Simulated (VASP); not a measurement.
# MnO (Fm-3m) in VASP: a series of runs, part 2 of 3

VASP 6.6.1. The steps go on from the part before.

## 4. Single point, PBE, collinear spin, ferromagnetic start

Contents of INCAR:

```
SYSTEM = MnO
PREC     = Accurate       ! precision mode
ENCUT    = 520            ! plane-wave cutoff, eV
EDIFF    = 1E-6           ! SCF threshold, eV
ISMEAR   = -1             ! smearing method
SIGMA    = 0.05           ! smearing width, eV
LREAL    = .FALSE.        ! projectors in reciprocal space
LASPH    = .TRUE.         ! aspherical terms in the spheres
NELM     = 150            ! most SCF steps
ALGO     = Normal         ! electronic algorithm
ISIF     = 2              ! what is computed and relaxed
LWAVE    = .FALSE.        ! write WAVECAR
LCHARG   = .FALSE.        ! write CHGCAR
ISPIN    = 2              ! spin polarisation
MAGMOM   = 8 0            ! initial moments
LORBIT   = 11             ! projections on sites
NUPDOWN  = 8.0            ! fixed moment
LMAXMIX  = 4              ! l up to which the mixer works
GGA      = PE             ! functional
NBANDS   = 20             ! bands
```

Contents of KPOINTS:

```
regular mesh
0
G
  9 9 9
  0 0 0
```

Contents of POSCAR:

```
MnO
1.0
    0.0000000000      2.2239077028      2.2239077028
    2.2239077028      0.0000000000      2.2239077028
    2.2239077028      2.2239077028      0.0000000000
Mn O
1 1
Direct
    0.0000000000      0.0000000000      0.0000000000
    0.5000000000      0.5000000000      0.5000000000
```

Potentials or basis: VASP PAW PBE potentials, release 64 (Mn_pv, O).

Run with:

```bash
$ cat potpaw_PBE.64/Mn_pv/POTCAR potpaw_PBE.64/O/POTCAR > POTCAR
$ mpirun -np 1 vasp_std > vasp.out
```

OUTCAR:

```text
SYSTEM = MnO
   PREC = Accurate
   ENCUT = 520
   EDIFF = 1E-6
   ISMEAR = -1
   LREAL = .FALSE.
   LASPH = .TRUE.
   NELM = 150
   ISIF = 2
   ISPIN = 2
   LORBIT = 11
   NUPDOWN = 8.0
   GGA = PE

 ion  position               nearest neighbor table
   1  0.000  0.000  0.000-   2 2.22   2 2.22   2 2.22   2 2.22   2 2.22   2 2.22
   2  0.500  0.500  0.500-   1 2.22   1 2.22   1 2.22   1 2.22   1 2.22   1 2.22

  LATTYP: Found a face centered cubic cell.
 ALAT       =     4.4478154056

  Lattice vectors:

 A1 = (   0.0000000000,   2.2239077028,   2.2239077028)
 A2 = (   2.2239077028,   0.0000000000,   2.2239077028)
 A3 = (   2.2239077028,   2.2239077028,   0.0000000000)

Analysis of symmetry for initial positions (statically):
=====================================================================
 Subroutine PRICEL returns:
 Original cell was already a primitive cell.

 Routine SETGRP: Setting up the symmetry group for a
 face centered cubic supercell.

 Subroutine GETGRP returns: Found 48 space group operations
 (whereof 48 operations were pure point group operations)
 out of a pool of 48 trial point group operations.

The static configuration has the point symmetry O_h .

Analysis of symmetry for dynamics (positions and initial velocities):
=====================================================================
 Subroutine PRICEL returns:
 Original cell was already a primitive cell.

 Routine SETGRP: Setting up the symmetry group for a
 face centered cubic supercell.

 Subroutine GETGRP returns: Found 48 space group operations
 (whereof 48 operations were pure point group operations)
 out of a pool of 48 trial point group operations.

The dynamic configuration has the point symmetry O_h .

Analysis of structural, dynamic, and magnetic symmetry:
=====================================================================
 Subroutine PRICEL returns:
 Original cell was already a primitive cell.

 Routine SETGRP: Setting up the symmetry group for a
 face centered cubic supercell.

 Subroutine GETGRP returns: Found 48 space group operations
 (whereof 48 operations were pure point group operations)
 out of a pool of 48 trial point group operations.

The overall configuration has the point symmetry O_h .

 Subroutine INISYM returns: Found 48 space group operations
 (whereof 48 operations are pure point group operations),
 and found     1 'primitive' translations

----------------------------------------------------------------------------------------

                                     Primitive cell

  volume of cell :      21.9979

  direct lattice vectors                    reciprocal lattice vectors
     0.000000000  2.223907703  2.223907703    -0.224829474  0.224829474  0.224829474
     2.223907703  0.000000000  2.223907703     0.224829474 -0.224829474  0.224829474
     2.223907703  2.223907703  0.000000000     0.224829474  0.224829474 -0.224829474

  length of vectors
     3.145080435  3.145080435  3.145080435     0.389416073  0.389416073  0.389416073

  position of ions in fractional coordinates (direct lattice)
     0.000000000  0.000000000  0.000000000
     0.500000000  0.500000000  0.500000000

  ion indices of the primitive-cell ions
[... 65 lines left out ...]
 SYSTEM =  MnO
   PREC   = accura    normal or accurate (medium, high low for compatibility)
   ISTART =      0    job   : 0-new  1-cont  2-samecut
   ICHARG =      2    charge: 1-file 2-atom 10-const
   ISPIN  =      2    spin polarized calculation?
   LNONCOLLINEAR =      F non collinear calculations
   LSORBIT =      F    spin-orbit coupling
   LASPH  =      T    aspherical Exc in radial PAW
   ENCUT  =  520.0 eV  38.22 Ry    6.18 a.u.   5.85  5.85  5.85*2*pi/ulx,y,z
   NELM   =    150;   NELMIN=  2; NELMDL= -5     # of ELM steps
   EDIFF  = 0.1E-05   stopping-criterion for ELM
   LREAL  =      F    real-space projection
   EDIFFG = 0.1E-04   stopping-criterion for IOM
   NSW    =      0    number of steps for IOM
   IBRION =     -1    ionic relax: 0-MD 1-quasi-New 2-CG
   NFREE  =      0    steps in history (QN), initial steepest desc. (CG)
   ISIF   =      2    stress and relaxation
   ISYM   =      2    0-nonsym 1-usesym 2-fastsym
   POTIM  = 0.5000    time-step for ionic-motion
   TEBEG  =    0.0;   TEEND  =   0.0 temperature during run
   PSTRESS=    0.0 pullay stress
   NELECT =      19.0000    total number of electrons
   NUPDOWN=       8.0000    fix difference up-down
   EMIN   =  10.00;   EMAX   =-10.00  energy-range for DOS
   EFERMI =   0.00;   METHOD = LEGACY
   ISMEAR =    -1;   SIGMA  =   0.05  broadening in eV -4-tet -1-fermi 0-gaus
   EFERMI_NEDOS =   21; number of points for ismear=-14 and -15
   IALGO  =     38    algorithm
   IMIX   =      4    mixing-type and parameters
     AMIX     =   0.40;   BMIX     =  1.00
     AMIX_MAG =   1.60;   BMIX_MAG =  1.00
  volume/ion in A,a.u.               =      11.00        74.22
  Fermi-wavevector in a.u.,A,eV,Ry     =   1.559071  2.946217 33.071721  2.430703
  Thomas-Fermi vector in A             =   2.662483
   LORBIT       =     11    0 simple, 1 ext, 2 COOP (PROOUT), +10 PAW based schemes
   GGA     = PE    functional components
   LHFCALC =     F    Hartree Fock is set to
   AEXX    =    0.0000 exact exchange contribution
   IVDW    =     0    specifies the selected vdW correction
   LEPSILON=     F    determine dielectric tensor
   LRPA    =     F    only Hartree local field effects (RPA)
 spin polarized calculation
  energy-cutoff  :      520.00
  volume of cell :       22.00
 maximum number of plane-waves:       609
   NGX = 11   NGY = 11   NGZ = 11

 number of electron      18.9999991 magnetization       7.9999996

 Free energy of the ion-electron system (eV)
  ---------------------------------------------------
  ext. energy  EPLUGINS =         0.00000000
  ---------------------------------------------------
  free energy    TOTEN  =        -2.34525805 eV

  energy without entropy =       -2.32881874  energy(sigma->0) =       -2.33703840

 E-fermi :   2.5210     XC(G=0): -11.9392

 val. band max:       14.1141045875   @ k =  -0.3333   0.4444   0.2222
 cond. band min:       2.5651910822   @ k =   0.4444   0.1111   0.0000
 fundamental gap:    -11.5489135053
 Fermi energy:        14.3012065638

 spin component 1

 k-point     1 :       0.0000    0.0000    0.0000
  band No.  band energies     occupation
      1     -42.6233      1.00000
      2     -42.6233      1.00000
      3     -42.6233      1.00000
      4     -15.6486      1.00000
      5       0.6822      1.00000
      6       0.6823      1.00000
[... 541 lines left out ...]
     19      32.4587      0.00000
     20      34.4940      0.00000

 [... further k-points ...]

 spin component 2

 k-point     1 :       0.0000    0.0000    0.0000
  band No.  band energies     occupation
      1     -37.5278      1.00000
      2     -37.5278      1.00000
      3     -37.5278      1.00000
      4     -12.5004      1.00000
      5       3.8803      0.00000
      6       3.8803      0.00000
[... 541 lines left out ...]
     19      35.2465      0.00000
     20      36.3354      0.00000

 [... further k-points ...]

------------------------ aborting loop because EDIFF is reached ----------------------------------------

  FORCE on cell =-STRESS in cart. coord.  units (eV):
  Direction    XX          YY          ZZ          XY          YZ          ZX
  --------------------------------------------------------------------------------------
  -------------------------------------------------------------------------------------
  Total       16.3178353     16.3178353     16.3178353     -0.0000000      0.0000000      0.0000000
  in kB     1188.4826724   1188.4826724   1188.4826724     -0.0000000      0.0000000      0.0000000
  external PRESSURE =    1188.4826724 kB  Pullay stress =       0.0000000 kB

 VOLUME and BASIS-vectors are now :
 -----------------------------------------------------------------------------
  energy-cutoff  :      520.00
  volume of cell :       22.00
      direct lattice vectors                 reciprocal lattice vectors
     0.000000000  2.223907703  2.223907703    -0.224829474  0.224829474  0.224829474
     2.223907703  0.000000000  2.223907703     0.224829474 -0.224829474  0.224829474
     2.223907703  2.223907703  0.000000000     0.224829474  0.224829474 -0.224829474

 POSITION                                       TOTAL-FORCE (eV/Angst)
 -----------------------------------------------------------------------------------
      0.00000      0.00000      0.00000        -0.000000      0.000000      0.000000
      2.22391      2.22391      2.22391         0.000000     -0.000000     -0.000000
 -----------------------------------------------------------------------------------
    total drift:                                0.000000     -0.000000     -0.000000

  FREE ENERGIE OF THE ION-ELECTRON SYSTEM (eV)
  ---------------------------------------------------
  free  energy   TOTEN  =        -2.3452580533 eV

  energy  without entropy=       -2.3288187398  energy(sigma->0) =       -2.33703840

 total charge

# of ion       s       p       d       tot
------------------------------------------
    1        0.444   6.266   4.796  11.507
    2        1.649   3.110   0.000   4.758
--------------------------------------------------
tot          2.093   9.376   4.796  16.265

 magnetization (x)

# of ion       s       p       d       tot
------------------------------------------
    1        0.303   0.193   4.611   5.107
    2        0.096   1.524   0.000   1.621
--------------------------------------------------
tot          0.400   1.717   4.611   6.728
```

Run time: 15 s. Hardware: 1 thread of Intel Xeon Platinum 8488C (Sapphire Rapids), shared host; peak memory 0.15 GiB.

What came out:

```
Free energy                                           : -2.3453 eV
Pressure                                              : 118.8 GPa
Net moment                                            : 8.00 μB per cell
Site moments                                          : Mn +5.11; O +1.62 μB
Valence electrons inside the program's atomic spheres : Mn 11.51; O 4.76
```

Caveat: the total moment is fixed, so each spin has its own Fermi level; a cell with one magnetic atom can't hold antiferromagnetic order, which such compounds often take.

## 5. Single point, r2SCAN, collinear spin, ferromagnetic start

POSCAR is that of step 4.

Contents of INCAR.step1:

```
PREC     = Accurate       # precision mode
ENCUT    = 520            # plane-wave cutoff, eV
ISMEAR   = -1             # smearing method
SIGMA    = 0.05           # smearing width, eV
LREAL    = F              # projectors in reciprocal space
LASPH    = T              # aspherical terms in the spheres
NELM     = 150            # most SCF steps
ISPIN    = 2              # spin polarisation
MAGMOM   = 4 0            # initial moments
LMAXMIX  = 4              # l up to which the mixer works
NBANDS   = 20             # bands
GGA      = PE             # functional
ALGO     = Normal         # electronic algorithm
EDIFF    = 1E-4           # SCF threshold, eV
LWAVE    = T              # write WAVECAR
LCHARG   = F              # write CHGCAR
```

Contents of INCAR.step2:

```
PREC     = Accurate       # precision mode
ENCUT    = 520            # plane-wave cutoff, eV
EDIFF    = 1E-6           # SCF threshold, eV
ISMEAR   = -1             # smearing method
SIGMA    = 0.05           # smearing width, eV
LREAL    = F              # projectors in reciprocal space
LASPH    = T              # aspherical terms in the spheres
NELM     = 150            # most SCF steps
ALGO     = Normal         # electronic algorithm
ISIF     = 2              # what is computed and relaxed
LWAVE    = F              # write WAVECAR
LCHARG   = F              # write CHGCAR
ISPIN    = 2              # spin polarisation
MAGMOM   = 4 0            # initial moments
LORBIT   = 11             # projections on sites
LMAXMIX  = 4              # l up to which the mixer works
METAGGA  = R2SCAN         # meta-GGA
LMIXTAU  = T            
NBANDS   = 20             # bands
ISTART   = 1
```

Contents of KPOINTS:

```
Automatic mesh
0
Gamma
  10 10 10
```

Potentials or basis: VASP PAW PBE potentials, release 64 (Mn_pv, O).

Run with:

```bash
$ cat potpaw_PBE.64/Mn_pv/POTCAR potpaw_PBE.64/O/POTCAR > POTCAR
$ cp INCAR.step1 INCAR
$ mpirun -np 1 vasp_std > vasp.out
$ cp INCAR.step2 INCAR
$ mpirun -np 1 vasp_std > vasp.out
```

OUTCAR:

```text
PREC = Accurate
   ENCUT = 520
   EDIFF = 1E-6
   ISMEAR = -1
   LREAL = F
   LASPH = T
   NELM = 150
   ISIF = 2
   ISPIN = 2
   LORBIT = 11
   METAGGA = R2SCAN
   ISTART = 1

 ion  position               nearest neighbor table
   1  0.000  0.000  0.000-   2 2.22   2 2.22   2 2.22   2 2.22   2 2.22   2 2.22
   2  0.500  0.500  0.500-   1 2.22   1 2.22   1 2.22   1 2.22   1 2.22   1 2.22

  LATTYP: Found a face centered cubic cell.
 ALAT       =     4.4478154056

  Lattice vectors:

 A1 = (   0.0000000000,   2.2239077028,   2.2239077028)
 A2 = (   2.2239077028,   0.0000000000,   2.2239077028)
 A3 = (   2.2239077028,   2.2239077028,   0.0000000000)

Analysis of symmetry for initial positions (statically):
=====================================================================
 Subroutine PRICEL returns:
 Original cell was already a primitive cell.

 Routine SETGRP: Setting up the symmetry group for a
 face centered cubic supercell.

[... 747 lines left out ...]
      2     -38.8847      1.00000
      3     -38.8845      1.00000
      4     -13.4009      1.00000
      5       4.0527      1.00000
      6       4.0527      1.00000
[... 541 lines left out ...]
     19      34.2544      0.00000
     20      36.1226      0.00000

 [... further k-points ...]

------------------------ aborting loop because EDIFF is reached ----------------------------------------

  FORCE on cell =-STRESS in cart. coord.  units (eV):
  Direction    XX          YY          ZZ          XY          YZ          ZX
  --------------------------------------------------------------------------------------
  -------------------------------------------------------------------------------------
  Total        0.0607820      0.0607820      0.0607820     -0.0000000      0.0000000     -0.0000000
  in kB        4.4269604      4.4269604      4.4269604     -0.0000000      0.0000000     -0.0000000
  external PRESSURE =       4.4269604 kB  Pullay stress =       0.0000000 kB

 VOLUME and BASIS-vectors are now :
 -----------------------------------------------------------------------------
  energy-cutoff  :      520.00
  volume of cell :       22.00
      direct lattice vectors                 reciprocal lattice vectors
     0.000000000  2.223907703  2.223907703    -0.224829474  0.224829474  0.224829474
     2.223907703  0.000000000  2.223907703     0.224829474 -0.224829474  0.224829474
     2.223907703  2.223907703  0.000000000     0.224829474  0.224829474 -0.224829474

 POSITION                                       TOTAL-FORCE (eV/Angst)
 -----------------------------------------------------------------------------------
      0.00000      0.00000      0.00000         0.000000     -0.000000      0.000000
      2.22391      2.22391      2.22391        -0.000000      0.000000     -0.000000
 -----------------------------------------------------------------------------------
    total drift:                                0.000000     -0.000000     -0.000000

  FREE ENERGIE OF THE ION-ELECTRON SYSTEM (eV)
  ---------------------------------------------------
  free  energy   TOTEN  =       -24.4860863686 eV

  energy  without entropy=      -24.4855054970  energy(sigma->0) =      -24.48579593

 total charge

# of ion       s       p       d       tot
------------------------------------------
    1        0.207   6.171   4.961  11.340
    2        1.559   3.470   0.000   5.029
--------------------------------------------------
tot          1.766   9.641   4.961  16.368

 magnetization (x)

# of ion       s       p       d       tot
------------------------------------------
    1        0.028   0.022   4.492   4.543
    2        0.032   0.201   0.000   0.232
--------------------------------------------------
tot          0.060   0.223   4.492   4.775
```

Wall time 64 s (1 thread of Intel Xeon Platinum 8488C (Sapphire Rapids), shared host); peak memory 0.17 GiB.

What came out:

| Quantity | Value |
| --- | --- |
| Free energy | -24.4861 eV |
| Pressure | 0.4 GPa |
| Band gap on the k mesh | zero (filled and empty bands overlap) |
| Net moment | 5.00 μB per cell |
| Site moments | Mn +4.54; O +0.23 μB |
| Valence electrons inside the program's atomic spheres | Mn 11.34; O 5.03 |

Caveat: the PAW data sets were made with another functional, which shifts forces and pressure a little; a cell with one magnetic atom can't hold antiferromagnetic order, which such compounds often take; semilocal functionals often make such compounds metallic where correlation or magnetic order opens a gap, which also shifts bond lengths.

[end of part 2 of 3]
